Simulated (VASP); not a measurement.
# PbSe in VASP: notebook

Runs on PbSe. Level: PBEsol. Tasks: single point.

Everything below comes from runs of VASP 6.6.1. Logs are shortened: lines on timing, memory, paths and dates and some standing lists are left out, and cuts for length are marked.

**1. The cell of the first run**

Symmetry: Fm-3m, No. 225, cubic system. The conventional cell has a = 6.124 Å, b = 6.124 Å, c = 6.124 Å, α = 90.00°, β = 90.00°, γ = 90.00°. Within 4.0 Å of Pb (site symmetry m-3m) lie 6 Se at 3.06 Å. Se (site symmetry m-3m) has 6 Pb at 3.06 Å within 4.0 Å.

**2. Single point, PBEsol**

File INCAR:

```
ALGO     = Normal         # electronic algorithm
EDIFF    = 1E-6           # SCF threshold, eV
ENCUT    = 520            # plane-wave cutoff, eV
GGA      = PS             # functional
ISIF     = 2              # what is computed and relaxed
ISMEAR   = -1             # smearing method
LASPH    = T              # aspherical terms in the spheres
LCHARG   = T              # write CHGCAR
LELF     = T              # ELF
LREAL    = F              # projectors in reciprocal space
LVHAR    = T            
LWAVE    = F              # write WAVECAR
NBANDS   = 17             # bands
NELM     = 100            # most SCF steps
PREC     = Accurate       # precision mode
SIGMA    = 0.02           # smearing width, eV
```

File KPOINTS:

```
k-points
0
Gamma
  7 7 7
```

File POSCAR:

```
PbSe
1.0
    0.0000000000      3.0621500000      3.0621500000
    3.0621500000      0.0000000000      3.0621500000
    3.0621500000      3.0621500000      0.0000000000
Pb Se
1 1
Direct
    0.0000000000      0.0000000000      0.0000000000
    0.5000000000      0.5000000000      0.5000000000
```

Potentials or basis: VASP PAW PBE potentials, release 64 (Pb_d, Se).

Command:

```console
$ cat potpaw_PBE.64/Pb_d/POTCAR potpaw_PBE.64/Se/POTCAR > POTCAR
$ mpirun -np 1 vasp_std > vasp.out
```

OUTCAR:

```text
EDIFF = 1E-6
   ENCUT = 520
   GGA = PS
   ISIF = 2
   ISMEAR = -1
   LASPH = T
   LREAL = F
   NELM = 100
   PREC = Accurate

 ion  position               nearest neighbor table
   1  0.000  0.000  0.000-   2 3.06   2 3.06   2 3.06   2 3.06   2 3.06   2 3.06
   2  0.500  0.500  0.500-   1 3.06   1 3.06   1 3.06   1 3.06   1 3.06   1 3.06

  LATTYP: Found a face centered cubic cell.
 ALAT       =     6.1243000000

  Lattice vectors:

 A1 = (   0.0000000000,   3.0621500000,   3.0621500000)
 A2 = (   3.0621500000,   0.0000000000,   3.0621500000)
 A3 = (   3.0621500000,   3.0621500000,   0.0000000000)

Analysis of symmetry for initial positions (statically):
=====================================================================
 Subroutine PRICEL returns:
 Original cell was already a primitive cell.

 Routine SETGRP: Setting up the symmetry group for a
 face centered cubic supercell.

 Subroutine GETGRP returns: Found 48 space group operations
 (whereof 48 operations were pure point group operations)
 out of a pool of 48 trial point group operations.

The static configuration has the point symmetry O_h .

Analysis of symmetry for dynamics (positions and initial velocities):
=====================================================================
 Subroutine PRICEL returns:
 Original cell was already a primitive cell.

 Routine SETGRP: Setting up the symmetry group for a
 face centered cubic supercell.

 Subroutine GETGRP returns: Found 48 space group operations
 (whereof 48 operations were pure point group operations)
 out of a pool of 48 trial point group operations.

The dynamic configuration has the point symmetry O_h .

 Subroutine INISYM returns: Found 48 space group operations
 (whereof 48 operations are pure point group operations),
 and found     1 'primitive' translations

----------------------------------------------------------------------------------------

                                     Primitive cell

  volume of cell :      57.4261

  direct lattice vectors                    reciprocal lattice vectors
     0.000000000  3.062150000  3.062150000    -0.163283967  0.163283967  0.163283967
     3.062150000  0.000000000  3.062150000     0.163283967 -0.163283967  0.163283967
     3.062150000  3.062150000  0.000000000     0.163283967  0.163283967 -0.163283967

  length of vectors
     4.330534060  4.330534060  4.330534060     0.282816127  0.282816127  0.282816127

  position of ions in fractional coordinates (direct lattice)
     0.000000000  0.000000000  0.000000000
     0.500000000  0.500000000  0.500000000

  ion indices of the primitive-cell ions
   primitive index   ion index
                 1           1
                 2           2

----------------------------------------------------------------------------------------

 KPOINTS: k-points

Automatic generation of k-mesh.
 Grid dimensions read from file:
 generate k-points for:    7    7    7

 Generating k-lattice:

  Cartesian coordinates                     Fractional coordinates (reciprocal lattice)
    -0.023326281  0.023326281  0.023326281     0.142857143  0.000000000  0.000000000
     0.023326281 -0.023326281  0.023326281     0.000000000  0.142857143  0.000000000
     0.023326281  0.023326281 -0.023326281     0.000000000  0.000000000  0.142857143

  Length of vectors
     0.040402304  0.040402304  0.040402304

  Shift w.r.t. Gamma in fractional coordinates (k-lattice)
     0.000000000  0.000000000  0.000000000

 Subroutine IBZKPT returns following result:
 ===========================================

 Found     20 irreducible k-points:

 Following reciprocal coordinates:
            Coordinates               Weight
  0.000000  0.000000  0.000000      1.000000
  0.142857  0.000000  0.000000      8.000000
  0.285714  0.000000  0.000000      8.000000
  0.428571  0.000000  0.000000      8.000000
  0.142857  0.142857  0.000000      6.000000
  0.285714  0.142857  0.000000     24.000000
[... 12 lines left out ...]
 -0.428571  0.428571  0.142857     24.000000
 -0.285714  0.428571  0.142857     24.000000
   k-points           NKPTS =     20   k-points in BZ     NKDIM =     20   number of bands    NBANDS=     17
   number of dos      NEDOS =    301   number of ions     NIONS =      2
   total plane-waves  NPLWV =  32768
   dimension x,y,z NGX =    32 NGY =   32 NGZ =   32
   dimension x,y,z NGXF=    64 NGYF=   64 NGZF=   64
   ions per type =               1   1
   NGX,Y,Z   is equivalent  to a cutoff of  12.28, 12.28, 12.28 a.u.
   NGXF,Y,Z  is equivalent  to a cutoff of  24.57, 24.57, 24.57 a.u.
 SYSTEM =  unknown system
   PREC   = accura    normal or accurate (medium, high low for compatibility)
   ISTART =      0    job   : 0-new  1-cont  2-samecut
   ICHARG =      2    charge: 1-file 2-atom 10-const
   ISPIN  =      1    spin polarized calculation?
   LNONCOLLINEAR =      F non collinear calculations
   LSORBIT =      F    spin-orbit coupling
   LASPH  =      T    aspherical Exc in radial PAW
   ENCUT  =  520.0 eV  38.22 Ry    6.18 a.u.   8.05  8.05  8.05*2*pi/ulx,y,z
   NELM   =    100;   NELMIN=  2; NELMDL= -5     # of ELM steps
   EDIFF  = 0.1E-05   stopping-criterion for ELM
   LREAL  =      F    real-space projection
   EDIFFG = 0.1E-04   stopping-criterion for IOM
   NSW    =      0    number of steps for IOM
   IBRION =     -1    ionic relax: 0-MD 1-quasi-New 2-CG
   NFREE  =      0    steps in history (QN), initial steepest desc. (CG)
   ISIF   =      2    stress and relaxation
   ISYM   =      2    0-nonsym 1-usesym 2-fastsym
   POTIM  = 0.5000    time-step for ionic-motion
   TEBEG  =    0.0;   TEEND  =   0.0 temperature during run
   PSTRESS=    0.0 pullay stress
   NELECT =      20.0000    total number of electrons
   NUPDOWN=      -1.0000    fix difference up-down
   EMIN   =  10.00;   EMAX   =-10.00  energy-range for DOS
   EFERMI =   0.00;   METHOD = LEGACY
   ISMEAR =    -1;   SIGMA  =   0.02  broadening in eV -4-tet -1-fermi 0-gaus
   EFERMI_NEDOS =   21; number of points for ismear=-14 and -15
   IALGO  =     38    algorithm
   IMIX   =      4    mixing-type and parameters
     AMIX     =   0.40;   BMIX     =  1.00
     AMIX_MAG =   1.60;   BMIX_MAG =  1.00
  volume/ion in A,a.u.               =      28.71       193.77
  Fermi-wavevector in a.u.,A,eV,Ry     =   1.151812  2.176610 18.050462  1.326672
  Thomas-Fermi vector in A             =   2.288467
   LORBIT       =      0    0 simple, 1 ext, 2 COOP (PROOUT), +10 PAW based schemes
   GGA     = PS    functional components
   LHFCALC =     F    Hartree Fock is set to
   AEXX    =    0.0000 exact exchange contribution
   IVDW    =     0    specifies the selected vdW correction
   LEPSILON=     F    determine dielectric tensor
   LRPA    =     F    only Hartree local field effects (RPA)
 non-spin polarized calculation
  energy-cutoff  :      520.00
  volume of cell :       57.43
 maximum number of plane-waves:      1564
   NGX = 17   NGY = 17   NGZ = 17

 number of electron      20.0000000 magnetization

 Free energy of the ion-electron system (eV)
  ---------------------------------------------------
  ext. energy  EPLUGINS =         0.00000000
  ---------------------------------------------------
  free energy    TOTEN  =        -8.91888303 eV

  energy without entropy =       -8.91888303  energy(sigma->0) =       -8.91888303

 E-fermi :   5.0188     XC(G=0):  -9.7135

 val. band max:        4.6179165179   @ k =   0.4286   0.0000   0.0000
 cond. band min:       5.4404802029   @ k =   0.4286   0.0000   0.0000
 fundamental gap:      0.8225636850
 Fermi energy:         5.0187745739

 k-point     1 :       0.0000    0.0000    0.0000
  band No.  band energies     occupation
      1     -11.8519      2.00000
      2     -11.8519      2.00000
      3     -11.8519      2.00000
      4     -11.8503      2.00000
      5     -11.8503      2.00000
      6      -8.7044      2.00000
[... 9 lines left out ...]
     16      11.3430      0.00000
     17      12.8983      0.00000

 k-point     2 :       0.1429    0.0000    0.0000
  band No.  band energies     occupation
      1     -11.8554      2.00000
      2     -11.8554      2.00000
      3     -11.8513      2.00000
      4     -11.8454      2.00000
      5     -11.8454      2.00000
      6      -8.5501      2.00000
[... 9 lines left out ...]
     16      11.7826      0.00000
     17      14.2936      0.00000

 k-point     3 :       0.2857    0.0000    0.0000
  band No.  band energies     occupation
      1     -11.8658      2.00000
      2     -11.8658      2.00000
      3     -11.8500      2.00000
      4     -11.8312      2.00000
      5     -11.8312      2.00000
      6      -8.1409      2.00000
[... 9 lines left out ...]
     16      12.8886      0.00000
     17      16.4257      0.00000

 k-point     4 :       0.4286    0.0000    0.0000
  band No.  band energies     occupation
      1     -11.8741      2.00000
      2     -11.8741      2.00000
      3     -11.8492      2.00000
      4     -11.8198      2.00000
      5     -11.8198      2.00000
      6      -7.7080      2.00000
[... 9 lines left out ...]
     16      14.4854      0.00000
     17      15.5669      0.00000
[... 263 lines left out ...]
      1     -11.9148      2.00000
      2     -11.8591      2.00000
      3     -11.8441      2.00000
      4     -11.8296      2.00000
      5     -11.8158      2.00000
      6      -7.4498      2.00000
[... 9 lines left out ...]
     16      15.2300      0.00000
     17      16.2726      0.00000

 k-point    19 :      -0.4286    0.4286    0.1429
  band No.  band energies     occupation
      1     -11.9521      2.00000
      2     -11.8584      2.00000
      3     -11.8435      2.00000
      4     -11.8193      2.00000
      5     -11.8089      2.00000
      6      -7.3160      2.00000
[... 9 lines left out ...]
     16      16.2081      0.00000
     17      17.0437      0.00000

 k-point    20 :      -0.2857    0.4286    0.1429
  band No.  band energies     occupation
      1     -11.9401      2.00000
      2     -11.8521      2.00000
      3     -11.8441      2.00000
      4     -11.8322      2.00000
      5     -11.8090      2.00000
      6      -7.2611      2.00000
[... 9 lines left out ...]
     16      16.4237      0.00000
     17      16.9043      0.00000

------------------------ aborting loop because EDIFF is reached ----------------------------------------

  FORCE on cell =-STRESS in cart. coord.  units (eV):
  Direction    XX          YY          ZZ          XY          YZ          ZX
  --------------------------------------------------------------------------------------
  -------------------------------------------------------------------------------------
  Total       -0.2267818     -0.2267818     -0.2267818      0.0000000      0.0000000      0.0000000
  in kB       -6.3271696     -6.3271696     -6.3271696      0.0000000      0.0000000      0.0000000
  external PRESSURE =      -6.3271696 kB  Pullay stress =       0.0000000 kB

 VOLUME and BASIS-vectors are now :
 -----------------------------------------------------------------------------
  energy-cutoff  :      520.00
  volume of cell :       57.43
      direct lattice vectors                 reciprocal lattice vectors
     0.000000000  3.062150000  3.062150000    -0.163283967  0.163283967  0.163283967
     3.062150000  0.000000000  3.062150000     0.163283967 -0.163283967  0.163283967
     3.062150000  3.062150000  0.000000000     0.163283967  0.163283967 -0.163283967

 POSITION                                       TOTAL-FORCE (eV/Angst)
 -----------------------------------------------------------------------------------
      0.00000      0.00000      0.00000        -0.000000     -0.000000      0.000000
      3.06215      3.06215      3.06215         0.000000      0.000000     -0.000000
 -----------------------------------------------------------------------------------
    total drift:                                0.000000     -0.000000     -0.000000

  FREE ENERGIE OF THE ION-ELECTRON SYSTEM (eV)
  ---------------------------------------------------
  free  energy   TOTEN  =        -8.9188830317 eV

  energy  without entropy=       -8.9188830317  energy(sigma->0) =       -8.91888303
```

Wall time 9.5 s (1 thread of AMD EPYC 9R45 (Zen 5), shared host); peak memory 0.15 GiB.

Results:

```
Free energy : -8.9189 eV
Pressure    : -0.6 GPa
```

Caveat: this odd mesh misses L, where the gap lies, so gap, dielectric constants and Born charges aren't listed; the PAW data sets were made with another functional, which shifts forces and pressure a little; spin-orbit coupling is left out, which moves the levels of the heavy elements.

**3. Single point, PBEsol (equal xx and yy strain of -2 %)**

File INCAR:

```
SYSTEM = PbSe
  ALGO = Normal
  EDIFF = 1E-6
  ENCUT = 520
  GGA = PS
  ISIF = 2
  ISMEAR = -1
  LASPH = .TRUE.
  LCHARG = .FALSE.
  LREAL = .FALSE.
  LWAVE = .FALSE.
  NBANDS = 17
  NELM = 60
  PREC = Accurate
  SIGMA = 0.02
```

File KPOINTS:

```
k-points
0
G
  7 7 7
  0 0 0
```

File POSCAR:

```
PbSe
1.0
    0.0000000000      3.0009070000      3.0621500000
    3.0009070000      0.0000000000      3.0621500000
    3.0009070000      3.0009070000      0.0000000000
Pb Se
1 1
Direct
    0.0000000000      0.0000000000      0.0000000000
    0.5000000000      0.5000000000      0.5000000000
```

Potentials or basis: VASP PAW PBE potentials, release 64 (Pb_d, Se).

Command:

```console
$ cat potpaw_PBE.64/Pb_d/POTCAR potpaw_PBE.64/Se/POTCAR > POTCAR
$ mpirun -np 1 vasp_std > vasp.out
```

OUTCAR:

```text
SYSTEM = PbSe
   EDIFF = 1E-6
   ENCUT = 520
   GGA = PS
   ISIF = 2
   ISMEAR = -1
   LASPH = .TRUE.
   LREAL = .FALSE.
   NELM = 60
   PREC = Accurate

 ion  position               nearest neighbor table
   1  0.000  0.000  0.000-   2 3.00   2 3.00   2 3.00   2 3.00   2 3.06   2 3.06
   2  0.500  0.500  0.500-   1 3.00   1 3.00   1 3.00   1 3.00   1 3.06   1 3.06

  LATTYP: Found a body centered tetragonal cell.
 ALAT       =     4.2439233788
 C/A-ratio  =     1.4430750636

  Lattice vectors:

 A1 = (  -3.0009070000,   0.0000000000,   3.0621500000)
[... 648 lines left out ...]
      4     -11.3925      2.00000
      5     -11.3765      2.00000
      6      -7.1863      2.00000
[... 9 lines left out ...]
     16      15.6180      0.00000
     17      16.9331      0.00000

 [... further k-points ...]
[... 5 lines left out ...]
  --------------------------------------------------------------------------------------
  -------------------------------------------------------------------------------------
  Total        0.8998768      0.8998768     -0.0683507      0.0000000      0.0000000     -0.0000000
  in kB       26.1415978     26.1415978     -1.9856004      0.0000000      0.0000000     -0.0000000
  external PRESSURE =      16.7658650 kB  Pullay stress =       0.0000000 kB

 VOLUME and BASIS-vectors are now :
 -----------------------------------------------------------------------------
  energy-cutoff  :      520.00
  volume of cell :       55.15
      direct lattice vectors                 reciprocal lattice vectors
     0.000000000  3.000907000  3.062150000    -0.166616293  0.166616293  0.163283967
     3.000907000  0.000000000  3.062150000     0.166616293 -0.166616293  0.163283967
     3.000907000  3.000907000  0.000000000     0.166616293  0.166616293 -0.163283967

 POSITION                                       TOTAL-FORCE (eV/Angst)
 -----------------------------------------------------------------------------------
      0.00000      0.00000      0.00000        -0.000000     -0.000000      0.000000
      3.00091      3.00091      3.06215         0.000000      0.000000     -0.000000
 -----------------------------------------------------------------------------------
    total drift:                                0.000000     -0.000000     -0.000000

  FREE ENERGIE OF THE ION-ELECTRON SYSTEM (eV)
  ---------------------------------------------------
  free  energy   TOTEN  =        -8.9050637680 eV

  energy  without entropy=       -8.9050637679  energy(sigma->0) =       -8.90506377
```

stdout:

```text
POSCAR found type information on POSCAR PbSe
 POSCAR found :  2 types and       2 ions
 scaLAPACK will be used
 -----------------------------------------------------------------------------
|                                                                             |
|                                                                             |
|     You enforced a specific xc type in the INCAR file but a different       |
|     I HOPE YOU KNOW WHAT YOU ARE DOING!                                     |
|                                                                             |
 -----------------------------------------------------------------------------

 LDA part: xc-table for (Slater+PW92), standard interpolation
 POSCAR, INCAR and KPOINTS ok, starting setup
 FFT: planning ... GRIDC
 FFT: planning ... GRID_SOFT
 FFT: planning ... GRID
 WAVECAR not read
 entering main loop
```

Run time: 21 s. Hardware: 1 thread of AMD EPYC 7R13 (Zen 3), shared host; peak memory 0.16 GiB.

What came out:

```yaml
Free_energy: -8.9051 eV
Pressure: 1.7 GPa
Band_gap_on_the_k_mesh: 0.79 eV, direct
```

Stress tensor (GPa, compression positive):
```
 2.61  0.00  0.00
 0.00  2.61  0.00
 0.00  0.00 -0.20
```

Caveat: the cell differs from its parent crystal (equal xx and yy strain of -2 %); the PAW data sets were made with another functional, which shifts forces and pressure a little; spin-orbit coupling is left out, which moves the levels of the heavy elements. A k mesh can miss the band edges.
